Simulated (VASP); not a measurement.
Set up this calculation in VASP 6.6.1, as the native input.

- Task: single point
- Functional: LDA
- Potentials or basis: VASP PAW LDA potentials, release 64 (Sc_sv, In_d)
- Cutoff: 520 eV
- k mesh: 5 × 5 × 5
- Occupations: methfessel-paxton, width 0.05 eV
- Spin: no spin polarisation
- Dipole correction: no
- Further INCAR settings: ALGO = Normal; EDIFF = 1e-07; NBANDS = 33

The structure of ScIn3 lies in POSCAR:

```
ScIn3
1.0
    4.4600000000      0.0000000000      0.0000000000
    0.0000000000      4.4600000000      0.0000000000
    0.0000000000      0.0000000000      4.4600000000
Sc In
1 3
Direct
    0.0000000000      0.0000000000      0.0000000000
    0.0000000000      0.5000000000      0.5000000000
    0.5000000000      0.0000000000      0.5000000000
    0.5000000000      0.5000000000      0.0000000000
```

The input as run:

INCAR

```
SYSTEM = ScIn3
PREC = Accurate
ENCUT = 520
EDIFF = 1E-7
ISMEAR = 1
SIGMA = 0.05
LREAL = .FALSE.
LASPH = .TRUE.
NELM = 80
ALGO = Normal
ISIF = 2
LWAVE = .FALSE.
LCHARG = .FALSE.
NBANDS = 33
```

KPOINTS

```
Automatic mesh
0
G
  5 5 5
  0 0 0
```

Potentials or basis: VASP PAW LDA potentials, release 64 (Sc_sv, In_d).

Command:

```sh
$ cat potpaw_LDA.64/Sc_sv/POTCAR potpaw_LDA.64/In_d/POTCAR > POTCAR
$ mpirun -np 1 vasp_std > vasp.out
```

It gave:

| Item | Value |
| --- | --- |
| Pressure | -3.2 GPa |
| Band gap on the k mesh | zero (bands 25 and 26 overlap by 2.13 eV) |

Caveat: the cell stands under tension; spin-orbit coupling is left out, which moves the levels of the heavy elements.

Run time: 33 s on 1 thread of Intel Xeon 8259CL, on a shared host, peak memory 0.18 GiB.
